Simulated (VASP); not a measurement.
# BN (P-6m2) in VASP: further runs, part 3 of 3

VASP 6.6.1. Earlier steps stand in the parts before.

## (4) Single point, PBEsol

This run uses another cell than the first one, of 9.13 Å³/atom, 1.107 times its volume.

INCAR reads:

```
PREC = Accurate
ENCUT = 520
EDIFF = 1E-7
ISMEAR = 0
SIGMA = 0.1
LREAL = False
LASPH = True
NELM = 60
ALGO = Normal
ISIF = 2
LWAVE = False
LCHARG = True
GGA = PS
LELF = True
LVHAR = True
NBANDS = 16
```

KPOINTS reads:

```
Automatic mesh
0
Gamma
  9 9 4
```

POSCAR reads:

```
BN
1.0
    2.5099983704      0.0000000000      0.0000000000
   -1.2549991852      2.1737223522      0.0000000000
    0.0000000000      0.0000000000      6.6900000000
B N
2 2
Direct
    0.0000000000      0.0000000000      0.5000000000
    0.3333333333      0.6666666667      0.0000000000
    0.0000000000      0.0000000000      0.0000000000
    0.6666666667      0.3333333333      0.5000000000
```

Potentials or basis: VASP PAW PBE potentials, release 64 (B, N).

On the command line:

```
cat potpaw_PBE.64/B/POTCAR potpaw_PBE.64/N/POTCAR > POTCAR
mpirun -np 1 vasp_std > vasp.out
```

OUTCAR:

```text
PREC = Accurate
   ENCUT = 520
   EDIFF = 1E-7
   ISMEAR = 0
   LREAL = False
   LASPH = True
   NELM = 60
   ISIF = 2
   GGA = PS

 ion  position               nearest neighbor table
   1  0.000  0.000  0.500-   4 1.45   4 1.45   4 1.45
   2  0.333  0.667  0.000-   3 1.45   3 1.45   3 1.45
   3  0.000  0.000  0.000-   2 1.45   2 1.45   2 1.45
   4  0.667  0.333  0.500-   1 1.45   1 1.45   1 1.45

  LATTYP: Found a hexagonal cell.
 ALAT       =     2.5099983704
 C/A-ratio  =     2.6653403759

  Lattice vectors:

 A1 = (   2.5099983704,   0.0000000000,   0.0000000000)
 A2 = (  -1.2549991852,   2.1737223522,   0.0000000000)
 A3 = (   0.0000000000,   0.0000000000,   6.6900000000)

Analysis of symmetry for initial positions (statically):
=====================================================================
 Subroutine PRICEL returns:
 Original cell was already a primitive cell.

 Routine SETGRP: Setting up the symmetry group for a
 hexagonal supercell.

 Subroutine GETGRP returns: Found 12 space group operations
 (whereof 12 operations were pure point group operations)
 out of a pool of 24 trial point group operations.

The static configuration has the point symmetry D_3h.

Analysis of symmetry for dynamics (positions and initial velocities):
=====================================================================
 Subroutine PRICEL returns:
 Original cell was already a primitive cell.

 Routine SETGRP: Setting up the symmetry group for a
 hexagonal supercell.

 Subroutine GETGRP returns: Found 12 space group operations
 (whereof 12 operations were pure point group operations)
 out of a pool of 24 trial point group operations.

The dynamic configuration has the point symmetry D_3h.

 Subroutine INISYM returns: Found 12 space group operations
 (whereof 12 operations are pure point group operations),
 and found     1 'primitive' translations

----------------------------------------------------------------------------------------

                                     Primitive cell

  volume of cell :      36.5009

  direct lattice vectors                    reciprocal lattice vectors
     2.509998370  0.000000000  0.000000000     0.398406633  0.230020177  0.000000000
    -1.254999185  2.173722352  0.000000000     0.000000000  0.460040354  0.000000000
     0.000000000  0.000000000  6.690000000     0.000000000  0.000000000  0.149476831

  length of vectors
     2.509998370  2.509998370  6.690000000     0.460040354  0.460040354  0.149476831

  position of ions in fractional coordinates (direct lattice)
     0.000000000  0.000000000  0.500000000
     0.333333333  0.666666667  0.000000000
     0.000000000  0.000000000  0.000000000
     0.666666667  0.333333333  0.500000000

  ion indices of the primitive-cell ions
   primitive index   ion index
                 1           1
                 2           2
                 3           3
                 4           4

----------------------------------------------------------------------------------------

 KPOINTS: Automatic mesh

Automatic generation of k-mesh.
 Grid dimensions read from file:
 generate k-points for:    9    9    4

 Generating k-lattice:

  Cartesian coordinates                     Fractional coordinates (reciprocal lattice)
     0.044267404  0.025557797  0.000000000     0.111111111  0.000000000  0.000000000
     0.000000000  0.051115595  0.000000000     0.000000000  0.111111111  0.000000000
     0.000000000  0.000000000  0.037369208     0.000000000  0.000000000  0.250000000

  Length of vectors
     0.051115595  0.051115595  0.037369208

  Shift w.r.t. Gamma in fractional coordinates (k-lattice)
     0.000000000  0.000000000  0.000000000

 Subroutine IBZKPT returns following result:
 ===========================================

 Found     36 irreducible k-points:

 Following reciprocal coordinates:
            Coordinates               Weight
  0.000000  0.000000  0.000000      1.000000
  0.111111  0.000000  0.000000      6.000000
  0.222222  0.000000  0.000000      6.000000
  0.333333  0.000000  0.000000      6.000000
  0.444444  0.000000  0.000000      6.000000
  0.111111  0.111111  0.000000      6.000000
[... 16 lines left out ...]
  0.333333  0.222222  0.250000     24.000000
  0.333333  0.333333  0.250000      4.000000
 [... further k-points ...]
   k-points           NKPTS =     36   k-points in BZ     NKDIM =     36   number of bands    NBANDS=     16
   number of dos      NEDOS =    301   number of ions     NIONS =      4
   total plane-waves  NPLWV =  20000
   dimension x,y,z NGX =    20 NGY =   20 NGZ =   50
   dimension x,y,z NGXF=    40 NGYF=   40 NGZF=  100
   ions per type =               2   2
   NGX,Y,Z   is equivalent  to a cutoff of  13.25, 13.25, 12.42 a.u.
   NGXF,Y,Z  is equivalent  to a cutoff of  26.49, 26.49, 24.85 a.u.
 SYSTEM =  unknown system
   PREC   = accura    normal or accurate (medium, high low for compatibility)
   ISTART =      0    job   : 0-new  1-cont  2-samecut
   ICHARG =      2    charge: 1-file 2-atom 10-const
   ISPIN  =      1    spin polarized calculation?
   LNONCOLLINEAR =      F non collinear calculations
   LSORBIT =      F    spin-orbit coupling
   LASPH  =      T    aspherical Exc in radial PAW
   ENCUT  =  520.0 eV  38.22 Ry    6.18 a.u.   4.67  4.67 12.44*2*pi/ulx,y,z
   NELM   =     60;   NELMIN=  2; NELMDL= -5     # of ELM steps
   EDIFF  = 0.1E-06   stopping-criterion for ELM
   LREAL  =      F    real-space projection
   EDIFFG = 0.1E-05   stopping-criterion for IOM
   NSW    =      0    number of steps for IOM
   IBRION =     -1    ionic relax: 0-MD 1-quasi-New 2-CG
   NFREE  =      0    steps in history (QN), initial steepest desc. (CG)
   ISIF   =      2    stress and relaxation
   ISYM   =      2    0-nonsym 1-usesym 2-fastsym
   POTIM  = 0.5000    time-step for ionic-motion
   TEBEG  =    0.0;   TEEND  =   0.0 temperature during run
   PSTRESS=    0.0 pullay stress
   NELECT =      16.0000    total number of electrons
   NUPDOWN=      -1.0000    fix difference up-down
   EMIN   =  10.00;   EMAX   =-10.00  energy-range for DOS
   EFERMI =   0.00;   METHOD = LEGACY
   ISMEAR =     0;   SIGMA  =   0.10  broadening in eV -4-tet -1-fermi 0-gaus
   EFERMI_NEDOS =   21; number of points for ismear=-14 and -15
   IALGO  =     38    algorithm
   IMIX   =      4    mixing-type and parameters
     AMIX     =   0.40;   BMIX     =  1.00
     AMIX_MAG =   1.60;   BMIX_MAG =  1.00
  volume/ion in A,a.u.               =       9.13        61.58
  Fermi-wavevector in a.u.,A,eV,Ry     =   1.243599  2.350061 21.041925  1.546538
  Thomas-Fermi vector in A             =   2.377902
   LORBIT       =      0    0 simple, 1 ext, 2 COOP (PROOUT), +10 PAW based schemes
   GGA     = PS    functional components
   LHFCALC =     F    Hartree Fock is set to
   AEXX    =    0.0000 exact exchange contribution
   IVDW    =     0    specifies the selected vdW correction
   LEPSILON=     F    determine dielectric tensor
   LRPA    =     F    only Hartree local field effects (RPA)
 non-spin polarized calculation
 Gauss-broadening in eV      SIGMA  =   0.10
  energy-cutoff  :      520.00
  volume of cell :       36.50
 maximum number of plane-waves:       997
 NGX is ok and might be reduce to    20
   NGX =  9   NGY =  9   NGZ = 25

 number of electron      15.9999998 magnetization

 Free energy of the ion-electron system (eV)
  ---------------------------------------------------
  ext. energy  EPLUGINS =         0.00000000
  ---------------------------------------------------
  free energy    TOTEN  =       -36.56774497 eV

  energy without entropy =      -36.56774497  energy(sigma->0) =      -36.56774497

 E-fermi :   2.5808     XC(G=0): -10.2461

 val. band max:        2.1495864129   @ k =   0.3333   0.3333   0.5000
 cond. band min:       6.4831841489   @ k =   0.4444   0.1111   0.0000
 fundamental gap:      4.3335977360
 Fermi energy:         2.5808135637

 k-point     1 :       0.0000    0.0000    0.0000
  band No.  band energies     occupation
      1     -15.6233      2.00000
      2     -15.3217      2.00000
      3      -4.1233      2.00000
      4      -2.0295      2.00000
      5       0.7440      2.00000
      6       0.7440      2.00000
[... 433 lines left out ...]
      3      -5.8523      2.00000
      4      -5.7681      2.00000
      5      -5.0589      2.00000
      6      -4.9719      2.00000
[... 8 lines left out ...]
     15      16.8828      0.00000
     16      18.8001      0.00000

 [... further k-points ...]

------------------------ aborting loop because EDIFF is reached ----------------------------------------

  FORCE on cell =-STRESS in cart. coord.  units (eV):
  Direction    XX          YY          ZZ          XY          YZ          ZX
  --------------------------------------------------------------------------------------
  -------------------------------------------------------------------------------------
  Total       -0.4415858     -0.4415858      0.1117959      0.0000000     -0.0000000      0.0000000
  in kB      -19.3830476    -19.3830476      4.9071893      0.0000000     -0.0000000      0.0000000
  external PRESSURE =     -11.2863020 kB  Pullay stress =       0.0000000 kB

 VOLUME and BASIS-vectors are now :
 -----------------------------------------------------------------------------
  energy-cutoff  :      520.00
  volume of cell :       36.50
      direct lattice vectors                 reciprocal lattice vectors
     2.509998370  0.000000000  0.000000000     0.398406633  0.230020177  0.000000000
    -1.254999185  2.173722352  0.000000000     0.000000000  0.460040354  0.000000000
     0.000000000  0.000000000  6.690000000     0.000000000  0.000000000  0.149476831

 POSITION                                       TOTAL-FORCE (eV/Angst)
 -----------------------------------------------------------------------------------
      0.00000      0.00000      3.34500         0.000000      0.000000      0.000000
     -0.00000      1.44915      0.00000        -0.000000      0.000000      0.000000
      0.00000      0.00000      0.00000         0.000000      0.000000      0.000000
      1.25500      0.72457      3.34500        -0.000000      0.000000      0.000000
 -----------------------------------------------------------------------------------
    total drift:                               -0.000001      0.000000      0.000000

  FREE ENERGIE OF THE ION-ELECTRON SYSTEM (eV)
  ---------------------------------------------------
  free  energy   TOTEN  =       -36.5677449679 eV

  energy  without entropy=      -36.5677449679  energy(sigma->0) =      -36.56774497
```

OSZICAR:

```text
N       E                     dE             d eps       ncg     rms          rms(c)
DAV:   1     0.380059221388E+02    0.38006E+02   -0.77271E+03  1152   0.926E+02
DAV:   2    -0.370732061997E+02   -0.75079E+02   -0.67338E+02  1648   0.207E+02
DAV:   3    -0.399396457015E+02   -0.28664E+01   -0.28542E+01  1456   0.386E+01
DAV:   4    -0.399564265809E+02   -0.16781E-01   -0.16778E-01  1456   0.332E+00
DAV:   5    -0.399565852485E+02   -0.15867E-03   -0.15867E-03  1464   0.311E-01    0.110E+01
DAV:   6    -0.369338403050E+02    0.30227E+01   -0.47629E+00  1456   0.167E+01    0.500E+00
DAV:   7    -0.366542508654E+02    0.27959E+00   -0.54302E-01  1512   0.531E+00    0.308E+00
DAV:   8    -0.365715107452E+02    0.82740E-01   -0.21169E-01  1456   0.308E+00    0.457E-01
DAV:   9    -0.365671555065E+02    0.43552E-02   -0.14878E-02  1280   0.961E-01    0.177E-01
DAV:  10    -0.365676746305E+02   -0.51912E-03   -0.97786E-04  1424   0.243E-01    0.304E-02
DAV:  11    -0.365677342783E+02   -0.59648E-04   -0.56562E-05  1480   0.609E-02    0.199E-02
DAV:  12    -0.365677448823E+02   -0.10604E-04   -0.17981E-05  1288   0.289E-02    0.309E-03
DAV:  13    -0.365677449679E+02   -0.85608E-07   -0.66659E-07  1584   0.591E-03
   1 F= -.36567745E+02 E0= -.36567745E+02  d E =-.546661E-11
```

Run time: 11 s. Hardware: 1 thread of AMD EPYC 9R45 (Zen 5), shared host; peak memory 0.12 GiB.

Results:

```
Free energy            : -36.5677 eV
Pressure               : -1.1 GPa
Band gap on the k mesh : 4.33 eV, indirect (least direct gap 4.40 eV)
```

Caveat: the PAW data sets were made with another functional, which shifts forces and pressure a little; this functional lacks dispersion, which binds the layers, so the pressure and a relaxed spacing across them are unreliable. A k mesh can miss the band edges.

## (5) The runs side by side

| cell | k mesh | smearing | gap on the mesh (eV) | pressure (GPa) |
| --- | --- | --- | --- | --- |
| a = 2.353, b = 2.353, c = 6.874 Å, angles 90.0, 90.0, 120.0°, 4 atoms | 12 × 12 × 4 | gaussian 0.02 eV | 4.62 | 57.1 |
| a = 2.557, b = 2.557, c = 6.212 Å, angles 90.0, 90.0, 120.0°, 4 atoms | 12 × 12 × 4 | gaussian 0.02 eV | 4.05 | -13.3 |
| a = 2.510, b = 2.510, c = 6.690 Å, angles 90.0, 90.0, 120.0°, 4 atoms | 9 × 9 × 4 | gaussian 0.1 eV | 4.33 | -1.1 |

Alike in all rows: task single point; level PBEsol; potentials or basis VASP PAW PBE potentials, release 64 (B, N); no spin polarisation; cutoff (eV) 520.

Caveats: the PAW data sets were made with another functional, which shifts forces and pressure a little; this functional lacks dispersion, which binds the layers, so the pressure and a relaxed spacing across them are unreliable.

Absolute energies hang on the potentials; compare differences alone.
